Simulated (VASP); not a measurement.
# YSi2Ir (Immm) in VASP: single point with PBE

Aim: the single point of YSi2Ir with PBE.

Program: VASP 6.6.1. These are calculated values, not measurements. Logs are shortened: lines on timing, memory, paths and dates and some standing lists are left out, and cuts for length are marked.

### 1 The cell of the first run

Symmetry: Immm, No. 71, orthorhombic system. Conventional cell: a = 4.138 Å, b = 8.711 Å, c = 15.580 Å, α = 90.00°, β = 90.00°, γ = 90.00°. Si (site symmetry mm2) has 2 Ir at 2.37 Å and 1 Si at 2.74 Å and 6 Y at 2.89 to 3.20 Å within 3.3 Å. Si (site symmetry m) has 3 Ir at 2.43 to 2.50 Å and 6 Si at 2.66 to 3.47 Å and 4 Y at 2.73 to 3.37 Å within 3.5 Å. Within 2.9 Å of Si (site symmetry mm2) lie 1 Si at 2.20 Å and 2 Ir at 2.43 Å. Y (site symmetry mm2) has 9 Si at 2.73 to 3.31 Å and 6 Ir at 3.06 to 3.23 Å within 3.6 Å. Y (site symmetry m2m) has 4 Ir at 3.05 Å and 10 Si at 3.20 to 3.37 Å and 5 Y at 3.94 to 4.14 Å within 4.2 Å. Ir (site symmetry m) has 5 Si at 2.37 to 2.50 Å and 3 Y at 3.05 to 3.06 Å within 3.1 Å.

### 2 Single point, PBE

INCAR

```
ALGO = Normal ; EDIFF = 1E-6
ENCUT = 520 ; GGA = PE
ISIF = 2 ; ISMEAR = -1
LASPH = True ; LCHARG = False
LREAL = Auto ; LWAVE = False
NBANDS = 70 ; NELM = 100
PREC = Accurate ; SIGMA = 0.1
```

KPOINTS

```
k-points
0
Gamma
  3 6 6
```

POSCAR

```
YSi2Ir
1.0
    0.0000000000      0.0000000000      8.7109769300
    4.1380585000      0.0000000000      0.0000000000
    2.0690292500      7.7900972500     -4.3554884700
Si Y Ir
8 4 4
Direct
    0.5880000000      0.4120000000      0.1760000000
    0.4120000000      0.5880000000      0.8240000000
    0.6412000000      0.2064000000      0.5872000000
    0.0540000000      0.7936000000      0.4128000000
    0.3588000000      0.7936000000      0.4128000000
    0.9460000000      0.2064000000      0.5872000000
    0.0707000000      0.4293000000      0.1414000000
    0.9293000000      0.5707000000      0.8586000000
    0.7171000000      0.7829000000      0.4342000000
    0.2829000000      0.2171000000      0.5658000000
    0.2680000000      0.0000000000      0.0000000000
    0.7320000000      0.0000000000      0.0000000000
    0.3905000000      0.3566000000      0.2868000000
    0.1037000000      0.6434000000      0.7132000000
    0.6095000000      0.6434000000      0.7132000000
    0.8963000000      0.3566000000      0.2868000000
```

Potentials or basis: VASP PAW PBE potentials, release 64 (Si, Y_sv, Ir).

On the command line:

```sh
$ cat potpaw_PBE.64/Si/POTCAR potpaw_PBE.64/Y_sv/POTCAR potpaw_PBE.64/Ir/POTCAR > POTCAR
$ mpirun -np 1 vasp_std > vasp.out
```

OUTCAR:

```text
EDIFF = 1E-6
   ENCUT = 520
   GGA = PE
   ISIF = 2
   ISMEAR = -1
   LASPH = True
   LREAL = Auto
   NELM = 100
   PREC = Accurate

 ion  position               nearest neighbor table
   1  0.588  0.412  0.176-  16 2.37  13 2.37   2 2.74   9 2.89   9 2.89  11 3.20  11 3.20  12 3.20
                            12 3.20
   2  0.412  0.588  0.824-  14 2.37  15 2.37   1 2.74  10 2.89  10 2.89  12 3.20  12 3.20  11 3.20
                            11 3.20
   3  0.641  0.206  0.587-  15 2.43  15 2.43  13 2.50   6 2.66   9 2.73   9 2.73   5 3.00   5 3.00
                            10 3.03  12 3.37
   4  0.054  0.794  0.413-  16 2.43  16 2.43  14 2.50   5 2.66  10 2.73  10 2.73   6 3.00   6 3.00
                             9 3.03  12 3.37
   5  0.359  0.794  0.413-  13 2.43  13 2.43  15 2.50   4 2.66  10 2.73  10 2.73   3 3.00   3 3.00
                             9 3.03  11 3.37
   6  0.946  0.206  0.587-  14 2.43  14 2.43  16 2.50   3 2.66   9 2.73   9 2.73   4 3.00   4 3.00
                            10 3.03  11 3.37
   7  0.071  0.429  0.141-   8 2.20  13 2.43  16 2.43  10 3.31  12 3.31  12 3.31  11 3.31  11 3.31
[... 5 lines left out ...]
  10  0.283  0.217  0.566-   4 2.73   4 2.73   5 2.73   5 2.73   2 2.89   2 2.89   3 3.03   6 3.03
                            16 3.06  13 3.06  15 3.23  15 3.23  14 3.23  14 3.23   7 3.31  12 3.94
  11  0.268  0.000  0.000-  14 3.05  14 3.05  13 3.05  13 3.05   1 3.20   1 3.20   2 3.20   2 3.20
                             8 3.31   8 3.31   7 3.31   7 3.31   6 3.37   5 3.37   9 3.94  10 3.94
  12  0.732  0.000  0.000-  16 3.05  16 3.05  15 3.05  15 3.05   2 3.20   2 3.20   1 3.20   1 3.20
                             7 3.31   7 3.31   8 3.31   8 3.31   4 3.37   3 3.37  10 3.94   9 3.94
  13  0.391  0.357  0.287-   1 2.37   7 2.43   5 2.43   5 2.43   3 2.50  11 3.05  11 3.05  10 3.06
                             9 3.23   9 3.23
  14  0.104  0.643  0.713-   2 2.37   8 2.43   6 2.43   6 2.43   4 2.50  11 3.05  11 3.05   9 3.06
                            10 3.23  10 3.23
  15  0.609  0.643  0.713-   2 2.37   8 2.43   3 2.43   3 2.43   5 2.50  12 3.05  12 3.05   9 3.06
                            10 3.23  10 3.23
  16  0.896  0.357  0.287-   1 2.37   7 2.43   4 2.43   4 2.43   6 2.50  12 3.05  12 3.05  10 3.06
                             9 3.23   9 3.23

  LATTYP: Found a body centered orthorhombic cell.
 ALAT       =     4.1380585000
 B/A-ratio  =     2.1050879126
 C/A-ratio  =     3.7650976901

  Lattice vectors:

 A1 = (  -2.0690292500,  -7.7900972500,   4.3554884700)
 A2 = (   2.0690292500,  -7.7900972500,  -4.3554884600)
 A3 = (   2.0690292500,   7.7900972500,   4.3554884600)

Analysis of symmetry for initial positions (statically):
=====================================================================
 Subroutine PRICEL returns:
 Original cell was already a primitive cell.

 Routine SETGRP: Setting up the symmetry group for a
 body centered orthorhombic supercell.

 Subroutine GETGRP returns: Found  8 space group operations
 (whereof  8 operations were pure point group operations)
 out of a pool of  8 trial point group operations.

The static configuration has the point symmetry D_2h.

Analysis of symmetry for dynamics (positions and initial velocities):
=====================================================================
 Subroutine PRICEL returns:
 Original cell was already a primitive cell.

 Routine SETGRP: Setting up the symmetry group for a
 body centered orthorhombic supercell.

 Subroutine GETGRP returns: Found  8 space group operations
 (whereof  8 operations were pure point group operations)
 out of a pool of  8 trial point group operations.

The dynamic configuration has the point symmetry D_2h.

 Subroutine INISYM returns: Found  8 space group operations
 (whereof  8 operations are pure point group operations),
 and found     1 'primitive' translations

----------------------------------------------------------------------------------------

                                     Primitive cell

  volume of cell :     280.8060

  direct lattice vectors                    reciprocal lattice vectors
     0.000000000  0.000000000  8.710976930     0.000000000  0.064184051  0.114797687
     4.138058500  0.000000000  0.000000000     0.241659223 -0.064184051  0.000000000
     2.069029250  7.790097250 -4.355488470     0.000000000  0.128368102  0.000000000

  length of vectors
     8.710976930  4.138058500  9.161701644     0.131522246  0.250037542  0.128368102

  position of ions in fractional coordinates (direct lattice)
     0.588000000  0.412000000  0.176000000
     0.412000000  0.588000000  0.824000000
     0.641200000  0.206400000  0.587200000
[... 44 lines left out ...]
     0.000000000  0.021394684  0.038265896     0.333333333  0.000000000 -0.000000000
     0.040276537 -0.010697342  0.000000000     0.000000000  0.166666667  0.000000000
     0.000000000  0.021394684  0.000000000     0.000000000  0.000000000  0.166666667

  Length of vectors
     0.043840749  0.041672924  0.021394684

  Shift w.r.t. Gamma in fractional coordinates (k-lattice)
     0.000000000  0.000000000  0.000000000

 Subroutine IBZKPT returns following result:
 ===========================================

 Found     26 irreducible k-points:

 Following reciprocal coordinates:
            Coordinates               Weight
  0.000000  0.000000  0.000000      1.000000
  0.333333  0.000000  0.000000      4.000000
  0.000000  0.166667  0.000000      4.000000
  0.333333  0.166667 -0.000000      8.000000
 -0.333333  0.166667  0.000000      8.000000
  0.000000  0.333333  0.000000      4.000000
[... 16 lines left out ...]
  0.333333  0.000000  0.333333      2.000000
  0.000000 -0.333333  0.333333      2.000000
 [... further k-points ...]
   k-points           NKPTS =     26   k-points in BZ     NKDIM =     26   number of bands    NBANDS=     70
   number of dos      NEDOS =    301   number of ions     NIONS =     16
   total plane-waves  NPLWV = 156800
   dimension x,y,z NGX =    70 NGY =   32 NGZ =   70
   dimension x,y,z NGXF=   140 NGYF=   64 NGZF=  140
   ions per type =               8   4   4
   NGX,Y,Z   is equivalent  to a cutoff of  13.36, 12.86, 12.70 a.u.
   NGXF,Y,Z  is equivalent  to a cutoff of  26.72, 25.71, 25.40 a.u.
 SYSTEM =  unknown system
   PREC   = accura    normal or accurate (medium, high low for compatibility)
   ISTART =      0    job   : 0-new  1-cont  2-samecut
   ICHARG =      2    charge: 1-file 2-atom 10-const
   ISPIN  =      1    spin polarized calculation?
   LNONCOLLINEAR =      F non collinear calculations
   LSORBIT =      F    spin-orbit coupling
   LASPH  =      T    aspherical Exc in radial PAW
   ENCUT  =  520.0 eV  38.22 Ry    6.18 a.u.  16.20  7.69 17.03*2*pi/ulx,y,z
   NELM   =    100;   NELMIN=  2; NELMDL= -5     # of ELM steps
   EDIFF  = 0.1E-05   stopping-criterion for ELM
   LREAL  =      T    real-space projection
   EDIFFG = 0.1E-04   stopping-criterion for IOM
   NSW    =      0    number of steps for IOM
   IBRION =     -1    ionic relax: 0-MD 1-quasi-New 2-CG
   NFREE  =      0    steps in history (QN), initial steepest desc. (CG)
   ISIF   =      2    stress and relaxation
   ISYM   =      2    0-nonsym 1-usesym 2-fastsym
   POTIM  = 0.5000    time-step for ionic-motion
   TEBEG  =    0.0;   TEEND  =   0.0 temperature during run
   PSTRESS=    0.0 pullay stress
   NELECT =     112.0000    total number of electrons
   NUPDOWN=      -1.0000    fix difference up-down
   EMIN   =  10.00;   EMAX   =-10.00  energy-range for DOS
   EFERMI =   0.00;   METHOD = LEGACY
   ISMEAR =    -1;   SIGMA  =   0.10  broadening in eV -4-tet -1-fermi 0-gaus
   EFERMI_NEDOS =   21; number of points for ismear=-14 and -15
   IALGO  =     38    algorithm
   IMIX   =      4    mixing-type and parameters
     AMIX     =   0.40;   BMIX     =  1.00
     AMIX_MAG =   1.60;   BMIX_MAG =  1.00
  volume/ion in A,a.u.               =      17.55       118.44
  Fermi-wavevector in a.u.,A,eV,Ry     =   1.205069  2.277251 19.758274  1.452192
  Thomas-Fermi vector in A             =   2.340776
   LORBIT       =      0    0 simple, 1 ext, 2 COOP (PROOUT), +10 PAW based schemes
   GGA     = PE    functional components
   LHFCALC =     F    Hartree Fock is set to
   AEXX    =    0.0000 exact exchange contribution
   IVDW    =     0    specifies the selected vdW correction
   LEPSILON=     F    determine dielectric tensor
   LRPA    =     F    only Hartree local field effects (RPA)
 non-spin polarized calculation
  energy-cutoff  :      520.00
  volume of cell :      280.81
 maximum number of plane-waves:      7587
 NGX is ok and might be reduce to    70
   NGX = 33   NGY = 15   NGZ = 35

 number of electron     112.0000001 magnetization

 Free energy of the ion-electron system (eV)
  ---------------------------------------------------
  ext. energy  EPLUGINS =         0.00000000
  ---------------------------------------------------
  free energy    TOTEN  =      -118.71148471 eV

  energy without entropy =     -118.54200623  energy(sigma->0) =     -118.62674547

 E-fermi :   7.3763     XC(G=0): -11.2900

 val. band max:        7.3617321454   @ k =   0.3333   0.1667  -0.0000
 cond. band min:       7.3891700600   @ k =   0.0000  -0.3333   0.3333
 fundamental gap:      0.0274379147
 Fermi energy:         7.3763242866

 k-point     1 :       0.0000    0.0000    0.0000
  band No.  band energies     occupation
      1     -35.0753      2.00000
      2     -35.0726      2.00000
      3     -34.4376      2.00000
      4     -34.4365      2.00000
      5     -15.1783      2.00000
      6     -15.1089      2.00000
[... 1693 lines left out ...]
     67      10.4601      0.00000
     68      10.5964      0.00000

 [... further k-points ...]

 [bands above 68 left out]

------------------------ aborting loop because EDIFF is reached ----------------------------------------

  FORCE on cell =-STRESS in cart. coord.  units (eV):
  Direction    XX          YY          ZZ          XY          YZ          ZX
  --------------------------------------------------------------------------------------
  -------------------------------------------------------------------------------------
  Total        9.8912301     10.6263796      2.9376492      0.0000000     -0.0000000      0.0000000
  in kB       56.4357780     60.6302753     16.7611631      0.0000000     -0.0000000      0.0000000
  external PRESSURE =      44.6090721 kB  Pullay stress =       0.0000000 kB

 VOLUME and BASIS-vectors are now :
 -----------------------------------------------------------------------------
  energy-cutoff  :      520.00
  volume of cell :      280.81
      direct lattice vectors                 reciprocal lattice vectors
     0.000000000  0.000000000  8.710976930     0.000000000  0.064184051  0.114797687
     4.138058500  0.000000000  0.000000000     0.241659223 -0.064184051  0.000000000
     2.069029250  7.790097250 -4.355488470     0.000000000  0.128368102  0.000000000

 POSITION                                       TOTAL-FORCE (eV/Angst)
 -----------------------------------------------------------------------------------
      2.06903      1.37106      4.35549         0.000000     -2.088637      0.000000
      4.13806      6.41904     -0.00000         0.000000      2.088637     -0.000000
      2.06903      4.57435      3.02794         0.000000      1.148339     -0.805991
      4.13806      3.21575     -1.32755        -0.000000     -1.148339     -0.805991
      4.13806      3.21575      1.32755        -0.000000     -1.148339      0.805991
      2.06903      4.57435      5.68304         0.000000      1.148339      0.805991
[... 8 lines left out ...]
      4.13806      5.55590      2.20301         0.000000     -0.732569      0.301720
      2.06903      2.23420      6.55849         0.000000      0.732569      0.301720
 -----------------------------------------------------------------------------------
    total drift:                                0.000000      0.000000     -0.000000

  FREE ENERGIE OF THE ION-ELECTRON SYSTEM (eV)
  ---------------------------------------------------
  free  energy   TOTEN  =      -118.7114847123 eV

  energy  without entropy=     -118.5420062291  energy(sigma->0) =     -118.62674547
```

It took 18 min on 1 thread of AMD EPYC 7R13 (Zen 3), shared host; peak memory 0.58 GiB.

What came out:

```
Free energy            : -118.7115 eV
Pressure               : 4.5 GPa
Largest force          : 2.089 eV/Å
Band gap on the k mesh : zero (bands 56 and 57 overlap by 1.86 eV)
```

Forces on the atoms (eV/Å):
```
Si   0.000 -2.089  0.000
Si   0.000  2.089  0.000
Si   0.000  1.148 -0.806
Si   0.000 -1.148 -0.806
Si   0.000 -1.148  0.806
Si   0.000  1.148  0.806
Si   0.000  1.623  0.000
Si   0.000 -1.623  0.000
Y    0.000 -1.597  0.000
Y    0.000  1.597  0.000
Y    0.000  0.000 -0.197
Y    0.000  0.000  0.197
Ir   0.000  0.733 -0.302
Ir   0.000 -0.733 -0.302
Ir   0.000 -0.733  0.302
Ir   0.000  0.733  0.302
```

Caveat: the cell stands under pressure; spin-orbit coupling is left out, which moves the levels of the heavy elements; forces of over 1 eV/Å act on the atoms, so gaps and moduli don't describe the material at rest.
